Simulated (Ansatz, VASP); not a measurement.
# Ir: VASP beside Ansatz

Contents of INCAR:

```
SYSTEM = Ir
  AGGAC = 1.0
  AGGAX = 1.0
  ALDAC = 0.0
  ALDAX = 1.0
  ALGO = Normal
  EDIFF = 1E-7
  ENCUT = 520
  GGA = B5
  ISIF = 2
  ISMEAR = -1
  LASPH = .True.
  LCHARG = .False.
  LREAL = .False.
  LWAVE = .False.
  NBANDS = 16
  NELM = 80
  PREC = Accurate
  SIGMA = 0.1
```

Contents of KPOINTS:

```
k-points
0
Gamma
  15 15 8
  0 0 0
```

Contents of POSCAR:

```
Ir
1.0
    2.8691520453      0.0000000000      0.0000000000
   -1.4345760227      2.4847585586      0.0000000000
    0.0000000000      0.0000000000      4.6472557607
Ir
2
Direct
    0.3333333333      0.6666666667      0.2500000000
    0.6666666667      0.3333333333      0.7500000000
```

Input for Ansatz:

```yaml
crystal:
  lattice:
    - [2.8691520453, 0.0, 0.0]
    - [-1.4345760227, 2.4847585586, 0.0]
    - [0.0, 0.0, 4.6472557607]
  atoms:
    - { symbol: Ir, position: [0.3333333333, 0.6666666667, 0.25] }
    - { symbol: Ir, position: [0.6666666667, 0.3333333333, 0.75] }
hamiltonian:
  xc: blyp
  pseudopotentials:
    kind: paw
    azcp:
      Ir: "pseudopotentials/Ir.paw.azcp"
basis:
  ecutwfc: 420
  fft_grid_basis: typed
kpoints:
  mp_grid: { grid: [15, 15, 8], shift: [0, 0, 0] }
magnetization:
  spin_polarized: false
scf:
  occupations: { method: fermi_dirac, width: 0.1 }
  lower_state_search: "off"
output:
  stress: true
  write_density: true
  write_potential: true
  elf: true
  volumetric_format: npy
```

Alike in both runs: task single point; functional BLYP; k mesh 15 × 15 × 8; occupations fermi-dirac, width 0.1 eV; no spin polarisation.

```csv
,VASP,Ansatz
version,VASP 6.6.1,Ansatz 0.2.0
potentials or method,"VASP PAW PBE potentials, release 64 (Ir), cutoff 520 eV","plane waves (420 eV) with PAW, scalar-relativistic"
valence electrons in the cell,18,34
```

Ansatz gave:

- pressure (GPa): -18.1
- traceless stress, the component that is largest in VASP (GPa): -0.44

Question: Which values does VASP return?

Answer: Pressure (GPa): -16.5; traceless stress, the component that is largest in VASP (GPa): -0.42.

VASP's potentials were made for PBE, not for BLYP. With one functional, cell and mesh, what is left measures potentials, basis and numerics. VASP's potentials hold 18 valence electrons a cell and Ansatz's 34, so a difference there can come from the potentials and not from the codes.

Neither program's run includes spin-orbit coupling.
